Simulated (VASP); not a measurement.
**Sn: single point with LDA**

Crystal: Sn.

```
Sn
1.0
     0.00000    3.18069    3.24560
     3.24560    0.00000    3.24560
     3.24560    3.18069    0.00000
Sn
2
Direct
  0.50000 0.50000 0.50000
  0.75000 0.75000 0.75000
```

This cell differs from its parent crystal: strain -0.0200 x Voigt [0, 1, 0, 0, 0, 0].

| Item | Value |
| --- | --- |
| Program | VASP 6.6.1 |
| Task | single point |
| Functional | LDA |
| Potentials or basis | VASP PAW LDA potentials, release 64 (Sn_d) |
| Cutoff | 520 eV |
| k mesh | 12 × 12 × 12 |
| Occupations | gaussian, width 0.15 eV |
| Spin | no spin polarisation |

- Pressure: 0.6 GPa
- Band gap on the k mesh: zero (bands 14 and 15 overlap by 0.11 eV)

Stress tensor (GPa, compression positive):
```
0.36 0.00 0.00
0.00 0.98 0.00
0.00 0.00 0.36
```

Levels at points of the mesh, in eV from the Fermi level:
| k point | band 12 | band 13 | band 14 | band 15 | band 16 | band 17 |
| --- | --- | --- | --- | --- | --- | --- |
| (0.00, 0.00, 0.00) | -0.67 | 0.04 | 0.04 | 0.17 | 2.09 | 2.18 |
| (0.50, 0.00, 0.00) | -6.42 | -1.22 | -1.08 | -0.07 | 3.18 | 3.28 |
| (0.50, 0.50, 0.00) | -7.65 | -2.49 | -2.49 | 0.78 | 0.78 | 7.74 |
| (0.50, 0.00, 0.50) | -7.58 | -2.60 | -2.60 | 0.65 | 0.65 | 7.79 |

Wall time 4.8 min on 1 thread of Intel(R) Xeon(R) Platinum 8259CL CPU @ 2.50GHz (Skylake/Cascade Lake), with other jobs on the host, peak memory 0.3 GiB.

Caveat: the cell differs from its parent crystal (strain -0.0200 x Voigt [0, 1, 0, 0, 0, 0]); spin-orbit coupling is left out, which moves the levels of the heavy elements.
